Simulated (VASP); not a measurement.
# CdS (R3m) in VASP: notebook

Runs on CdS. Level: r2SCAN. Tasks: single point.

All numbers are computed with VASP 6.6.1; they aren't measurements. Logs are shortened: lines on timing, memory, paths and dates and some standing lists are left out, and cuts for length are marked.

### Step 1. The cell of the first run

Symmetry: R3m, No. 160, trigonal system. Conventional cell: a = 4.281 Å, b = 4.281 Å, c = 9.907 Å, α = 90.00°, β = 90.00°, γ = 120.00°. Within 3.4 Å of Cd (site symmetry 3m) lie 4 S at 2.56 to 2.58 Å. S (site symmetry 3m) has 4 Cd at 2.56 to 2.58 Å within 3.4 Å.

### Step 2. Single point, r2SCAN, non-collinear spin, zero start, spin-orbit coupling (epitaxial 111 strain +3.0%)

POSCAR reads:

```
CdS
1.0
   -0.1117411467      2.9156501417      2.9156501417
    2.9156501417     -0.1117411467      2.9156501417
    2.9156501417      2.9156501417     -0.1117411467
Cd S
1 1
Direct
   -0.0041322024     -0.0041322024     -0.0041322024
    0.2541322024      0.2541322024      0.2541322024
```

INCAR.step1 reads:

```
PREC = Accurate
ENCUT = 520
ISMEAR = -1
SIGMA = 0.02
LREAL = False
LASPH = True
NELM = 150
LNONCOLLINEAR = True
MAGMOM = 0 0 0 0 0 0
LSORBIT = True
GGA_COMPAT = False
NBANDS = 30
GGA = PE
ALGO = Normal
EDIFF = 1E-4
LWAVE = True
LCHARG = False
```

INCAR.step2 reads:

```
PREC = Accurate
ENCUT = 520
EDIFF = 1E-7
ISMEAR = -1
SIGMA = 0.02
LREAL = False
LASPH = True
NELM = 150
ALGO = Normal
ISIF = 2
LWAVE = False
LCHARG = False
LNONCOLLINEAR = True
MAGMOM = 0 0 0 0 0 0
LORBIT = 11
LSORBIT = True
GGA_COMPAT = False
LORBMOM = True
METAGGA = R2SCAN
LMIXTAU = True
NBANDS = 30
ISTART = 1
```

KPOINTS reads:

```
regular mesh
0
Gamma
  8 8 8
```

Potentials or basis: VASP PAW PBE potentials, release 64 (Cd, S).

Started as:

```sh
> cat potpaw_PBE.64/Cd/POTCAR potpaw_PBE.64/S/POTCAR > POTCAR
> cp INCAR.step1 INCAR
> mpirun -np 1 vasp_ncl > vasp.out
> cp INCAR.step2 INCAR
> mpirun -np 1 vasp_ncl > vasp.out
```

OUTCAR:

```text
PREC = Accurate
   ENCUT = 520
   EDIFF = 1E-7
   ISMEAR = -1
   LREAL = False
   LASPH = True
   NELM = 150
   ISIF = 2
   LNONCOLLINEAR = True
   LORBIT = 11
   LSORBIT = True
   METAGGA = R2SCAN
   ISTART = 1

 ion  position               nearest neighbor table
   1  0.996  0.996  0.996-   2 2.56   2 2.58   2 2.58   2 2.58
   2  0.254  0.254  0.254-   1 2.56   1 2.58   1 2.58   1 2.58

  LATTYP: Found a trigonal (rhomboedric) cell.
 ALAT       =     4.1248657653
 COS(alpha) =     0.4613365928

  Lattice vectors:

 A1 = (  -0.1117411467,   2.9156501417,   2.9156501417)
 A2 = (   2.9156501417,  -0.1117411467,   2.9156501417)
 A3 = (   2.9156501417,   2.9156501417,  -0.1117411467)

Analysis of symmetry for initial positions (statically):
=====================================================================
 Subroutine PRICEL returns:
 Original cell was already a primitive cell.

 Routine SETGRP: Setting up the symmetry group for a
 trigonal (rhombohedral) supercell.

 Subroutine GETGRP returns: Found  6 space group operations
 (whereof  6 operations were pure point group operations)
 out of a pool of 12 trial point group operations.

The static configuration has the point symmetry C_3v.

Analysis of symmetry for dynamics (positions and initial velocities):
=====================================================================
 Subroutine PRICEL returns:
 Original cell was already a primitive cell.

 Routine SETGRP: Setting up the symmetry group for a
 trigonal (rhombohedral) supercell.

 Subroutine GETGRP returns: Found  6 space group operations
 (whereof  6 operations were pure point group operations)
 out of a pool of 12 trial point group operations.

The dynamic configuration has the point symmetry C_3v.

Analysis of structural, dynamic, and magnetic symmetry:
=====================================================================
 Subroutine PRICEL returns:
 Original cell was already a primitive cell.

 Routine SETGRP: Setting up the symmetry group for a
 trigonal (rhombohedral) supercell.

 Subroutine GETGRP returns: Found  6 space group operations
 (whereof  6 operations were pure point group operations)
 out of a pool of 12 trial point group operations.

The overall configuration has the point symmetry C_3v.

 Subroutine INISYM returns: Found  6 space group operations
 (whereof  6 operations are pure point group operations),
 and found     1 'primitive' translations

----------------------------------------------------------------------------------------

                                     Primitive cell

  volume of cell :      52.4203

  direct lattice vectors                    reciprocal lattice vectors
    -0.111741147  2.915650142  2.915650142    -0.161932046  0.168385348  0.168385348
     2.915650142 -0.111741147  2.915650142     0.168385348 -0.161932046  0.168385348
     2.915650142  2.915650142 -0.111741147     0.168385348  0.168385348 -0.161932046

  length of vectors
     4.124865765  4.124865765  4.124865765     0.287974371  0.287974371  0.287974371

  position of ions in fractional coordinates (direct lattice)
     0.995867798  0.995867798  0.995867798
     0.254132202  0.254132202  0.254132202

  ion indices of the primitive-cell ions
   primitive index   ion index
                 1           1
                 2           2

----------------------------------------------------------------------------------------

 KPOINTS: regular mesh

Automatic generation of k-mesh.
 Grid dimensions read from file:
 generate k-points for:    8    8    8

 Generating k-lattice:

  Cartesian coordinates                     Fractional coordinates (reciprocal lattice)
    -0.020241506  0.021048169  0.021048169     0.125000000 -0.000000000 -0.000000000
     0.021048169 -0.020241506  0.021048169    -0.000000000  0.125000000 -0.000000000
     0.021048169  0.021048169 -0.020241506    -0.000000000 -0.000000000  0.125000000

  Length of vectors
     0.035996796  0.035996796  0.035996796

  Shift w.r.t. Gamma in fractional coordinates (k-lattice)
     0.000000000  0.000000000  0.000000000

 Subroutine IBZKPT returns following result:
 ===========================================

 Found    120 irreducible k-points:

 Following reciprocal coordinates:
            Coordinates               Weight
  0.000000  0.000000  0.000000      1.000000
  0.125000 -0.000000 -0.000000      3.000000
 -0.125000  0.000000  0.000000      3.000000
  0.250000 -0.000000 -0.000000      3.000000
[... 45 lines left out ...]
   ISIF   =      2    stress and relaxation
   ISYM   =      2    0-nonsym 1-usesym 2-fastsym
   POTIM  = 0.5000    time-step for ionic-motion
   TEBEG  =    0.0;   TEEND  =   0.0 temperature during run
   PSTRESS=    0.0 pullay stress
   NELECT =      18.0000    total number of electrons
   NUPDOWN=      -1.0000    fix difference up-down
   EMIN   =  10.00;   EMAX   =-10.00  energy-range for DOS
   EFERMI =   0.00;   METHOD = LEGACY
   ISMEAR =    -1;   SIGMA  =   0.02  broadening in eV -4-tet -1-fermi 0-gaus
   EFERMI_NEDOS =   21; number of points for ismear=-14 and -15
   IALGO  =     38    algorithm
   IMIX   =      4    mixing-type and parameters
     AMIX     =   0.40;   BMIX     =  1.00
     AMIX_MAG =   1.60;   BMIX_MAG =  1.00
  volume/ion in A,a.u.               =      26.21       176.87
  Fermi-wavevector in a.u.,A,eV,Ry     =   1.146390  2.166363 17.880917  1.314210
  Thomas-Fermi vector in A             =   2.283075
   LORBIT       =     11    0 simple, 1 ext, 2 COOP (PROOUT), +10 PAW based schemes
   METAGGA = R2SCAN    functional components
   LHFCALC =     F    Hartree Fock is set to
   AEXX    =    0.0000 exact exchange contribution
   IVDW    =     0    specifies the selected vdW correction
   LEPSILON=     F    determine dielectric tensor
   LRPA    =     F    only Hartree local field effects (RPA)
  energy-cutoff  :      520.00
  volume of cell :       52.42
 maximum number of plane-waves:      2852
   NGX = 15   NGY = 15   NGZ = 15

 number of electron      17.9999999 magnetization       0.0000000     -0.0000000     -0.0000000

 number of electron      17.9999999 magnetization       0.0000000     -0.0000000      0.0000000

 Free energy of the ion-electron system (eV)
  ---------------------------------------------------
  ext. energy  EPLUGINS =         0.00000000
  ---------------------------------------------------
  free energy    TOTEN  =       -29.68881116 eV

  energy without entropy =      -29.68881116  energy(sigma->0) =      -29.68881116

 E-fermi :   1.0618     XC(G=0):  -9.4671

 val. band max:        0.7085335028   @ k =   0.0000   0.0000   0.0000
 cond. band min:       2.0216436980   @ k =   0.0000   0.0000   0.0000
 fundamental gap:      1.3131101952
 Fermi energy:         1.0618477225

 k-point     1 :       0.0000    0.0000    0.0000
  band No.  band energies     occupation
      1     -11.9405      1.00000
      2     -11.9405      1.00000
      3      -7.4751      1.00000
      4      -7.4751      1.00000
      5      -7.4616      1.00000
      6      -7.4616      1.00000
[... 781 lines left out ...]
     29      13.3683      0.00000
     30      13.3805      0.00000

 [... further k-points ...]

------------------------ aborting loop because EDIFF is reached ----------------------------------------

  FORCE on cell =-STRESS in cart. coord.  units (eV):
  Direction    XX          YY          ZZ          XY          YZ          ZX
  --------------------------------------------------------------------------------------
  -------------------------------------------------------------------------------------
  Total       -0.5495604     -0.5495604     -0.5495604      0.3136318      0.3136318      0.3136318
  in kB      -16.7967919    -16.7967919    -16.7967919      9.5858581      9.5858581      9.5858581
  external PRESSURE =     -16.7967919 kB  Pullay stress =       0.0000000 kB

 VOLUME and BASIS-vectors are now :
 -----------------------------------------------------------------------------
  energy-cutoff  :      520.00
  volume of cell :       52.42
      direct lattice vectors                 reciprocal lattice vectors
    -0.111741147  2.915650142  2.915650142    -0.161932046  0.168385348  0.168385348
     2.915650142 -0.111741147  2.915650142     0.168385348 -0.161932046  0.168385348
     2.915650142  2.915650142 -0.111741147     0.168385348  0.168385348 -0.161932046

 POSITION                                       TOTAL-FORCE (eV/Angst)
 -----------------------------------------------------------------------------------
      5.69592      5.69592      5.69592        -0.000159     -0.000159     -0.000159
      1.45352      1.45352      1.45352         0.000159      0.000159      0.000159
 -----------------------------------------------------------------------------------
    total drift:                                0.000230      0.000230      0.000230

  FREE ENERGIE OF THE ION-ELECTRON SYSTEM (eV)
  ---------------------------------------------------
  free  energy   TOTEN  =       -29.6888111595 eV

  energy  without entropy=      -29.6888111595  energy(sigma->0) =      -29.68881116

 orbital moment (x)

 # of ion     p       d       tot
 ----------------------------------------
  1        -0.000   0.000   0.000
  2        -0.000   0.000  -0.000
 ----------------------------------------
           -0.000   0.000   0.000

 orbital moment (y)

 # of ion     p       d       tot
 ----------------------------------------
  1         0.000  -0.000  -0.000
  2         0.000   0.000   0.000
 ----------------------------------------
            0.000  -0.000  -0.000

 orbital moment (z)

 # of ion     p       d       tot
 ----------------------------------------
  1         0.000   0.000   0.000
  2         0.000   0.000   0.000
 ----------------------------------------
            0.000   0.000   0.000

 Spin-Orbit-Coupling matrix elements

 Ion:    1  E_soc:     -0.0530798
 l=   1
     0.0000000    -0.0020724    -0.0020724
    -0.0020724     0.0000000    -0.0020724
    -0.0020724    -0.0020724     0.0000000
 l=   2
     0.0000000    -0.0013808     0.0000000    -0.0013808    -0.0053934
    -0.0013808     0.0000000    -0.0040451    -0.0013808    -0.0013484
     0.0000000    -0.0040451     0.0000000    -0.0040451     0.0000000
    -0.0013808    -0.0013808    -0.0040451     0.0000000    -0.0013484
    -0.0053934    -0.0013484     0.0000000    -0.0013484     0.0000000
 l=   3
     0.0000000     0.0000000     0.0000000     0.0000000     0.0000000     0.0000000     0.0000000
     0.0000000     0.0000000     0.0000000     0.0000000     0.0000000     0.0000000     0.0000000
     0.0000000     0.0000000     0.0000000     0.0000000     0.0000000     0.0000000     0.0000000
     0.0000000     0.0000000     0.0000000     0.0000000     0.0000000     0.0000000     0.0000000
     0.0000000     0.0000000     0.0000000     0.0000000     0.0000000     0.0000000     0.0000000
     0.0000000     0.0000000     0.0000000     0.0000000     0.0000000     0.0000000     0.0000000
     0.0000000     0.0000000     0.0000000     0.0000000     0.0000000     0.0000000     0.0000000

 Ion:    2  E_soc:     -0.0019774
 l=   1
     0.0000000    -0.0003296    -0.0003296
    -0.0003296     0.0000000    -0.0003296
    -0.0003296    -0.0003296     0.0000000
 l=   2
     0.0000000     0.0000000     0.0000000     0.0000000     0.0000000
     0.0000000     0.0000000     0.0000000     0.0000000     0.0000000
     0.0000000     0.0000000     0.0000000     0.0000000     0.0000000
     0.0000000     0.0000000     0.0000000     0.0000000     0.0000000
     0.0000000     0.0000000     0.0000000     0.0000000     0.0000000
 l=   3
     0.0000000     0.0000000     0.0000000     0.0000000     0.0000000     0.0000000     0.0000000
     0.0000000     0.0000000     0.0000000     0.0000000     0.0000000     0.0000000     0.0000000
     0.0000000     0.0000000     0.0000000     0.0000000     0.0000000     0.0000000     0.0000000
     0.0000000     0.0000000     0.0000000     0.0000000     0.0000000     0.0000000     0.0000000
     0.0000000     0.0000000     0.0000000     0.0000000     0.0000000     0.0000000     0.0000000
     0.0000000     0.0000000     0.0000000     0.0000000     0.0000000     0.0000000     0.0000000
     0.0000000     0.0000000     0.0000000     0.0000000     0.0000000     0.0000000     0.0000000

 total charge

# of ion       s       p       d       tot
------------------------------------------
    1        0.394   0.288   9.581  10.264
    2        1.313   2.407   0.000   3.719
--------------------------------------------------
tot          1.707   2.695   9.581  13.983

 magnetization (x)

# of ion       s       p       d       tot
------------------------------------------
    1        0.000   0.000   0.000   0.000
    2        0.000   0.000   0.000   0.000
--------------------------------------------------
tot          0.000   0.000   0.000   0.000

 magnetization (y)

# of ion       s       p       d       tot
------------------------------------------
    1        0.000  -0.000  -0.000  -0.000
    2        0.000  -0.000   0.000  -0.000
--------------------------------------------------
tot          0.000  -0.000  -0.000  -0.000

 magnetization (z)

# of ion       s       p       d       tot
------------------------------------------
    1        0.000   0.000  -0.000   0.000
    2        0.000  -0.000   0.000  -0.000
--------------------------------------------------
tot          0.000  -0.000  -0.000  -0.000
```

Wall time 13 min (1 thread of Intel Xeon 6975P-C (Granite Rapids), shared host); peak memory 0.54 GiB.

Results:

```yaml
Free_energy: -29.6888 eV
Pressure: -1.7 GPa
Net_moment: 0.00 μB per cell
Valence_electrons_inside_the_program's_atomic_spheres: Cd 10.26; S 3.72
```

Stress tensor (GPa, compression positive):
```
-1.68  0.96  0.96
 0.96 -1.68  0.96
 0.96  0.96 -1.68
```

Moments on the atoms (μB; x, y, z):
```
Cd  0.00 0.00 0.00
S   0.00 0.00 0.00
```

Caveat: the cell differs from its parent crystal (epitaxial 111 strain +3.0%); the PAW data sets were made with another functional, which shifts forces and pressure a little.

[end of part 1 of 2]
